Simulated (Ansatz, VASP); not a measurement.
KCl in VASP and in Ansatz

POSCAR

```
KCl
1.0
    3.8391960000      0.0000000000      0.0000000000
    0.0000000000      3.8391960000      0.0000000000
    0.0000000000      0.0000000000      3.8391960000
K Cl
1 1
Direct
    0.0000000000      0.0000000000      0.0000000000
    0.5000000000      0.5000000000      0.5000000000
```

File INCAR.step1:

```
SYSTEM = KCl
PREC = Accurate ; ENCUT = 520
ISMEAR = 0 ; SIGMA = 0.01
LREAL = .FALSE. ; LASPH = .TRUE.
NELM = 60 ; NBANDS = 15
GGA = PE ; ALGO = Normal
EDIFF = 1E-4 ; LWAVE = .TRUE.
LCHARG = .FALSE.
```

INCAR.step2

```
SYSTEM = KCl
PREC = Accurate ; ENCUT = 520
EDIFF = 1E-6 ; ISMEAR = 0
SIGMA = 0.01 ; LREAL = .FALSE.
LASPH = .TRUE. ; NELM = 60
ALGO = Normal ; ISIF = 2
LWAVE = .FALSE. ; LCHARG = .FALSE.
METAGGA = R2SCAN ; LMIXTAU = .TRUE.
NBANDS = 15 ; ISTART = 1
```

The input KPOINTS:

```
Automatic mesh
0
G
  5 5 5
  0 0 0
```

Input for Ansatz:

```yaml
crystal:
  lattice:
    - [3.839196, 0.0, 0.0]
    - [0.0, 3.839196, 0.0]
    - [0.0, 0.0, 3.839196]
  atoms:
    - { symbol: K, position: [0.0, 0.0, 0.0] }
    - { symbol: Cl, position: [0.5, 0.5, 0.5] }
kpoints:
  mp_grid:
    grid: [5, 5, 5]
  band_path:
    path:
      - [0.0, 0.4000000000000001, 0.4000000000000001]
      - [-0.024441080835945286, 0.4000000000000001, 0.4000000000000001]
      - [0.024441080835945286, 0.4000000000000001, 0.4000000000000001]
      - [0.0, 0.37555891916405476, 0.4000000000000001]
      - [0.0, 0.42444108083594534, 0.4000000000000001]
      - [0.0, 0.4000000000000001, 0.37555891916405476]
      - [0.0, 0.4000000000000001, 0.42444108083594534]
      - [0.024441080835945286, 0.42444108083594534, 0.4000000000000001]
      - [0.024441080835945286, 0.37555891916405476, 0.4000000000000001]
      - [-0.024441080835945286, 0.42444108083594534, 0.4000000000000001]
      - [-0.024441080835945286, 0.37555891916405476, 0.4000000000000001]
      - [0.024441080835945286, 0.4000000000000001, 0.42444108083594534]
      - [0.024441080835945286, 0.4000000000000001, 0.37555891916405476]
      - [-0.024441080835945286, 0.4000000000000001, 0.42444108083594534]
      - [-0.024441080835945286, 0.4000000000000001, 0.37555891916405476]
      - [0.0, 0.42444108083594534, 0.42444108083594534]
      - [0.0, 0.42444108083594534, 0.37555891916405476]
      - [0.0, 0.37555891916405476, 0.42444108083594534]
      - [0.0, 0.37555891916405476, 0.37555891916405476]
    npoints: 1
hamiltonian:
  xc: r2scan
scf:
  occupations:
    method: fixed
```

Alike in both runs: task single point; functional r2SCAN; k mesh 5 × 5 × 5; no spin polarisation.

|  | VASP | Ansatz |
| --- | --- | --- |
| version | VASP 6.6.1 | Ansatz 0.2.0 |
| potentials or method | VASP PAW PBE potentials, release 64 (K_sv, Cl) | plane waves, PAW |
| plane-wave cutoff (eV) | 520 | 500 |
| occupations | gaussian, width 0.01 eV | fixed |
| valence electrons in the cell | 16 | 16 |

Ansatz gave:

```
gap on the k mesh at the Fermi level (eV) : 5.59
```

Question: Which values does VASP return?

Answer: gap on the k mesh at the Fermi level (eV): 5.60.

VASP's potentials were made for PBE, not for r2SCAN.
